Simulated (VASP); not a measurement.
AlGa2P3:

```xyz
6
Lattice="3.8614 0.0000 0.0000 -1.9307 3.3441 0.0000 0.0000 0.0000 9.4588" Properties=species:S:1:pos:R:3 pbc="T T T"
Al    0.0000    0.0000   -0.0028
Ga    1.9307    1.1147    6.3024
Ga    0.0000    2.2294    3.1579
P     1.9307    1.1147    8.6702
P     0.0000    2.2294    5.5171
P     0.0000    0.0000    2.3669
```

Base run:

* Program: VASP 6.6.1
* Functional: PBE
* Potentials or basis: VASP PAW PBE potentials, release 64 (Al, Ga_d, P)
* Cutoff: 520 eV
* k mesh: 12 × 12 × 4
* Occupations: fermi-dirac, width 0.02 eV
* Spin: no spin polarisation

Its results: band gap on the k mesh 1.60 eV, indirect (least direct gap 1.92 eV); pressure 2.0 GPa; largest force 0.069 eV/Å.

**Question.** The run is repeated on the same cell with these changes: functional from PBE to r2SCAN; occupations from fermi-dirac, width 0.02 eV to gaussian, width 0.01 eV. What comes out?

**Answer.** Band gap on the k mesh 1.88 eV, indirect (least direct gap 2.38 eV); pressure -0.1 GPa; largest force 0.021 eV/Å.

Caveats: the PAW data sets were made with another functional, which shifts forces and pressure a little (some runs).

A k mesh can miss the band edges.
